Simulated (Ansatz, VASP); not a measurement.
One calculation of Cs, two programs

Contents of INCAR:

```
ALGO     = Normal         # electronic algorithm
EDIFF    = 1E-6           # SCF threshold, eV
ENCUT    = 520            # plane-wave cutoff, eV
GGA      = PE             # functional
ISIF     = 2              # what is computed and relaxed
ISMEAR   = 0              # smearing method
LASPH    = True           # aspherical terms in the spheres
LCHARG   = False          # write CHGCAR
LREAL    = False          # projectors in reciprocal space
LWAVE    = False          # write WAVECAR
NBANDS   = 10             # bands
NELM     = 100            # most SCF steps
PREC     = Accurate       # precision mode
SIGMA    = 0.1            # smearing width, eV
```

The input KPOINTS:

```
k-points
0
Gamma
  12 12 12
```

The input POSCAR:

```
Cs
1.0
    4.8288027064      0.0000000000      0.0000000000
    0.0000000000      4.8288027064      0.0000000000
    0.0000000000      0.0000000000      4.8288027064
Cs
1
Direct
    0.5000000000      0.5000000000      0.5000000000
```

Input for Ansatz:

```yaml
crystal:
  lattice:
    - [4.8288027064, 0.0, 0.0]
    - [0.0, 4.8288027064, 0.0]
    - [0.0, 0.0, 4.8288027064]
  atoms:
    - { symbol: Cs, position: [0.5, 0.5, 0.5] }
basis:
  ecutwfc: 420
kpoints:
  mp_grid: { grid: [12, 12, 12] }
hamiltonian:
  xc: pbe
scf:
  occupations: { method: gaussian, width: 0.1 }
output:
  forces: true
  stress: true
  eigenvalues: true
```

Alike in both runs: task single point; functional PBE; k mesh 12 × 12 × 12; occupations gaussian, width 0.1 eV; no spin polarisation.

```csv
,VASP,Ansatz
version,VASP 6.6.1,Ansatz 0.2.0
potentials or method,"VASP PAW PBE potentials, release 64 (Cs_sv), cutoff 520 eV","scalar-relativistic, plane waves, PAW"
valence electrons in the cell,9,9
```

|  | VASP | Ansatz | Ansatz less VASP |
| --- | --- | --- | --- |
| gap on the k mesh at the Fermi level (eV) | none | none | - |
| pressure (GPa) | 0.3 | 0.3 | 0.00 |

A gap of «none» marks a metal or a gap that the smearing closes.

Spin-orbit coupling is off throughout.
